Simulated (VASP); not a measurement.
Input of a VASP 6.6.1 run:

Contents of INCAR:

```
ALGO     = Normal         # electronic algorithm
EDIFF    = 1E-6           # SCF threshold, eV
ENCUT    = 520            # plane-wave cutoff, eV
GGA      = PS             # functional
ISIF     = 2              # what is computed and relaxed
ISMEAR   = 0              # smearing method
LASPH    = T              # aspherical terms in the spheres
LCHARG   = T              # write CHGCAR
LELF     = T              # ELF
LREAL    = F              # projectors in reciprocal space
LVHAR    = T            
LWAVE    = F              # write WAVECAR
NBANDS   = 45             # bands
NELM     = 80             # most SCF steps
PREC     = Accurate       # precision mode
SIGMA    = 0.02           # smearing width, eV
```

The input KPOINTS:

```
k-points
0
Gamma
  6 6 6
```

File POSCAR:

```
Si3N4
1.0
    0.0000000000      3.8328655235      3.8328655235
    3.8328655235      0.0000000000      3.8328655235
    3.8328655235      3.8328655235      0.0000000000
Si N
6 8
Direct
    0.1250000000      0.1250000000      0.6250000000
    0.1250000000      0.6250000000      0.1250000000
    0.6250000000      0.1250000000      0.1250000000
    0.1250000000      0.1250000000      0.1250000000
    0.7500000000      0.7500000000      0.7500000000
    0.5000000000      0.5000000000      0.5000000000
    0.3677142741      0.3677142741      0.3677142741
    0.3531428223      0.8822857259      0.8822857259
    0.8822857259      0.8822857259      0.3531428223
    0.8822857259      0.3531428223      0.8822857259
    0.3677142741      0.3677142741      0.8968571777
    0.3677142741      0.8968571777      0.3677142741
    0.8822857259      0.8822857259      0.8822857259
    0.8968571777      0.3677142741      0.3677142741
```

Potentials or basis: VASP PAW PBE potentials, release 64 (Si, N).

Launch:

```console
$ cat potpaw_PBE.64/Si/POTCAR potpaw_PBE.64/N/POTCAR > POTCAR
$ mpirun -np 1 vasp_std > vasp.out
```

Predict the band gap on the k mesh.

3.40 eV (least direct gap 3.42 eV).

Estimate the pressure.

10.3 GPa.

Predict the largest force.

0.009 eV/Å.

Forces on the atoms (eV/Å):
```
Si   0.000  0.000  0.000
Si   0.000  0.000  0.000
Si   0.000  0.000  0.000
Si   0.000  0.000  0.000
Si   0.000  0.000  0.000
Si   0.000  0.000  0.000
N    0.005  0.005  0.005
N   -0.005  0.005  0.005
N    0.005  0.005 -0.005
N    0.005 -0.005  0.005
N   -0.005 -0.005  0.005
N   -0.005  0.005 -0.005
N   -0.005 -0.005 -0.005
N    0.005 -0.005 -0.005
```

Caveat: the cell stands under pressure; the PAW data sets were made with another functional, which shifts forces and pressure a little. A k mesh can miss the band edges.
